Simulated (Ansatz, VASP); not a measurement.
**One calculation of SrCl2, two programs**

```
Sr Cl
1.0
     0.00000    3.48835    3.48835
     3.48835    0.00000    3.48835
     3.48835    3.48835    0.00000
Sr Cl
1 2
Direct
  0.00000 0.00000 0.00000
  0.75000 0.75000 0.75000
  0.25000 0.25000 0.25000
```

Alike in both runs: functional HSE06; k mesh 4 × 4 × 4; no spin polarisation.

|  | VASP | Ansatz |
| --- | --- | --- |
| version | VASP 6.6.1 | Ansatz 0.2.0 |
| potentials or method | VASP PAW PBE potentials, release 64 (Sr_sv, Cl) | Ansatz PAW |
| plane-wave cutoff (eV) | 520 | 420 |
| occupations | gaussian, width 0.01 eV | fixed |
| valence electrons in the cell | 24 | 24 |
| task | single point | band structure |

Ansatz gave:

```
gap on the k mesh at the Fermi level (eV) : 6.62
least direct gap on the mesh (eV)         : 6.83
pressure (GPa)                            : 0.5
```

Problem. What did VASP give for the same quantities?

Solution. gap on the k mesh at the Fermi level (eV): 6.62; least direct gap on the mesh (eV): 6.81; pressure (GPa): 0.6.
